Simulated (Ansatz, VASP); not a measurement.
Co in VASP and in Ansatz

INCAR

```
SYSTEM = Co
ALGO = Normal
EDIFF = 1E-6
ENCUT = 520
GGA = RE
ISIF = 2
ISMEAR = -1
LASPH = .True.
LCHARG = .False.
LREAL = .False.
LWAVE = .False.
NBANDS = 26
NELM = 80
PREC = Accurate
SIGMA = 0.1
```

File KPOINTS:

```
k-points
0
Gamma
  16 16 5
  0 0 0
```

Contents of POSCAR:

```
Co
1.0
    2.5578514521      0.0000000000      0.0000000000
   -1.2789257261      2.2151643366      0.0000000000
    0.0000000000      0.0000000000      8.3261821116
Co
4
Direct
    0.0000000000      0.0000000000      1.0000000000
    0.0000000000      0.0000000000      0.5000000000
    0.3333333333      0.6666666667      0.2500000000
    0.6666666667      0.3333333333      0.7500000000
```

Input for Ansatz:

```yaml
crystal:
  lattice:
    - [2.5578514521, 0.0, 0.0]
    - [-1.2789257261, 2.2151643366, 0.0]
    - [0.0, 0.0, 8.3261821116]
  atoms:
    - { symbol: Co, position: [0.0, 0.0, 1.0] }
    - { symbol: Co, position: [0.0, 0.0, 0.5] }
    - { symbol: Co, position: [0.3333333333, 0.6666666667, 0.25] }
    - { symbol: Co, position: [0.6666666667, 0.3333333333, 0.75] }
hamiltonian:
  xc: revpbe
  pseudopotentials:
    kind: paw
    azcp:
      Co: "pseudopotentials/Co.paw.azcp"
basis:
  ecutwfc: 420
  fft_grid_basis: typed
kpoints:
  mp_grid: { grid: [16, 16, 5], shift: [0, 0, 0] }
magnetization:
  spin_polarized: false
scf:
  occupations: { method: fermi_dirac, width: 0.1 }
  lower_state_search: "off"
output:
  stress: true
  write_density: true
  write_potential: true
  elf: true
  volumetric_format: npy
```

Alike in both runs: task single point; functional revPBE; k mesh 16 × 16 × 5; occupations fermi-dirac, width 0.1 eV; no spin polarisation.

|  | VASP | Ansatz |
| --- | --- | --- |
| version | VASP 6.6.1 | Ansatz 0.2.0 |
| potentials or method | VASP PAW PBE potentials, release 64 (Co), cutoff 520 eV | plane waves (420 eV) with PAW, scalar-relativistic |
| valence electrons in the cell | 36 | 68 |

```tsv
	VASP	Ansatz	Ansatz less VASP
pressure (GPa)	-20.4	-20.4	-0.06
traceless stress, the component that is largest in VASP (GPa)	-0.13	-0.11	+0.022
```

VASP's potentials were made for PBE, not for revPBE. With one functional, cell and mesh, what is left measures potentials, basis and numerics. VASP's potentials hold 36 valence electrons a cell and Ansatz's 68, so a difference there can come from the potentials and not from the codes.
